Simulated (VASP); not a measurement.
A run of VASP 6.6.1:

The input INCAR:

```
PREC = Accurate
ENCUT = 520
EDIFF = 1E-6
ISMEAR = 0
SIGMA = 0.15
LREAL = False
LASPH = True
NELM = 100
ALGO = Fast
ISIF = 2
LWAVE = False
LCHARG = True
GGA = PS
LELF = True
LVHAR = True
NBANDS = 10
```

File KPOINTS:

```
regular mesh
0
Gamma
  12 12 12
```

The input POSCAR:

```
K
1.0
    3.9871565282      0.0000000000      0.0000000000
    0.0000000000      4.3104394900      0.0000000000
    0.0000000000      0.0000000000      4.3104394900
K
1
Direct
    0.0000000000      0.0000000000      0.0000000000
```

Potentials or basis: VASP PAW PBE potentials, release 64 (K_sv).

Run with:

```bash
$ cat potpaw_PBE.64/K_sv/POTCAR > POTCAR
$ mpirun -np 1 vasp_std > vasp.out
```

Hardware: 1 thread of Intel(R) Xeon(R) 6975P-C (Granite Rapids) (shared host).

Q: Estimate the wall time of this run.

A: Wall time 40 s on 1 thread of Intel(R) Xeon(R) 6975P-C (Granite Rapids), on a shared host, peak memory 0.26 GiB. Counts: scf iterations 12, k points 196.
